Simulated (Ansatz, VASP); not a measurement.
**Ba in VASP and in Ansatz**

The input INCAR:

```
ALGO     = Normal         # electronic algorithm
EDIFF    = 1E-6           # SCF threshold, eV
ENCUT    = 520            # plane-wave cutoff, eV
GGA      = PS             # functional
ISIF     = 2              # what is computed and relaxed
ISMEAR   = -1             # smearing method
LASPH    = T              # aspherical terms in the spheres
LCHARG   = F              # write CHGCAR
LREAL    = F              # projectors in reciprocal space
LWAVE    = F              # write WAVECAR
NBANDS   = 17             # bands
NELM     = 60             # most SCF steps
PREC     = Accurate       # precision mode
SIGMA    = 0.1            # smearing width, eV
```

The input KPOINTS:

```
k-points
0
Gamma
  8 8 8
```

POSCAR

```
Ba
1.0
    0.0000000000      3.8022092541      3.8022092541
    3.8022092541      0.0000000000      3.8022092541
    3.8022092541      3.8022092541      0.0000000000
Ba
2
Direct
    0.1250000000      0.1250000000      0.1250000000
    0.8750000000      0.8750000000      0.8750000000
```

Input for Ansatz:

```yaml
crystal:
  lattice:
    - [0.0, 3.8022092541, 3.8022092541]
    - [3.8022092541, 0.0, 3.8022092541]
    - [3.8022092541, 3.8022092541, 0.0]
  atoms:
    - { symbol: Ba, position: [0.125, 0.125, 0.125] }
    - { symbol: Ba, position: [0.875, 0.875, 0.875] }
hamiltonian:
  xc: pbesol
  pseudopotentials:
    kind: paw
    azcp:
      Ba: "pseudopotentials/Ba.paw.azcp"
basis:
  ecutwfc: 420
  fft_grid_basis: typed
kpoints:
  mp_grid: { grid: [8, 8, 8], shift: [0, 0, 0] }
magnetization:
  spin_polarized: false
scf:
  occupations: { method: fermi_dirac, width: 0.1 }
  lower_state_search: "off"
output:
  stress: true
```

Alike in both runs: task single point; functional PBEsol; k mesh 8 × 8 × 8; occupations fermi-dirac, width 0.1 eV; no spin polarisation.

```csv
,VASP,Ansatz
version,VASP 6.6.1,Ansatz 0.2.0
potentials or method,"VASP PAW PBE potentials, release 64 (Ba_sv), cutoff 520 eV","plane waves (420 eV) with PAW, scalar-relativistic"
valence electrons in the cell,20,20
```

|  | VASP | Ansatz | Ansatz less VASP |
| --- | --- | --- | --- |
| pressure (GPa) | -0.3 | -0.8 | -0.49 |

VASP's potentials were made for PBE, not for PBEsol, and Ansatz warns of the same on its side.

Spin-orbit coupling is off throughout.
